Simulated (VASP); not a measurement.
Wanted: the native input for a VASP 6.6.1 run.

```
Task                   : single point
Functional             : PBE
Potentials or basis    : VASP PAW PBE potentials, release 64 (Li_sv)
Cutoff                 : 520 eV
k mesh                 : 6 × 6 × 9
Occupations            : fermi-dirac, width 0.05 eV
Spin                   : no spin polarisation
Dipole correction      : no
Further INCAR settings : ALGO = Normal; EDIFF = 1e-06; NBANDS = 12
```

The structure of Li lies in POSCAR:

```
Li
1.0
    4.9488671308      0.0000000000      0.0000000000
   -2.4744335654      4.2858446552      0.0000000000
    0.0000000000      0.0000000000      2.8888430000
Li
3
Direct
    0.3333333333      0.6666666667      0.5000000000
    0.6666666667      0.3333333333      0.5000000000
    0.0000000000      0.0000000000      0.0000000000
```

One way to write it, as run:

INCAR

```
SYSTEM = Li
PREC = Accurate ; ENCUT = 520
EDIFF = 1E-6 ; ISMEAR = -1
SIGMA = 0.05 ; LREAL = .FALSE.
LASPH = .TRUE. ; NELM = 60
ALGO = Normal ; ISIF = 2
LWAVE = .FALSE. ; LCHARG = .FALSE.
GGA = PE ; NBANDS = 12
```

KPOINTS

```
Automatic mesh
0
G
  6 6 9
  0 0 0
```

Potentials or basis: VASP PAW PBE potentials, release 64 (Li_sv).

Launch:

```sh
$ cat potpaw_PBE.64/Li_sv/POTCAR > POTCAR
$ mpirun -np 1 vasp_std > vasp.out
```

Wall time 43 s on 1 thread of AMD EPYC 7R13, on a shared host, peak memory 0.15 GiB.
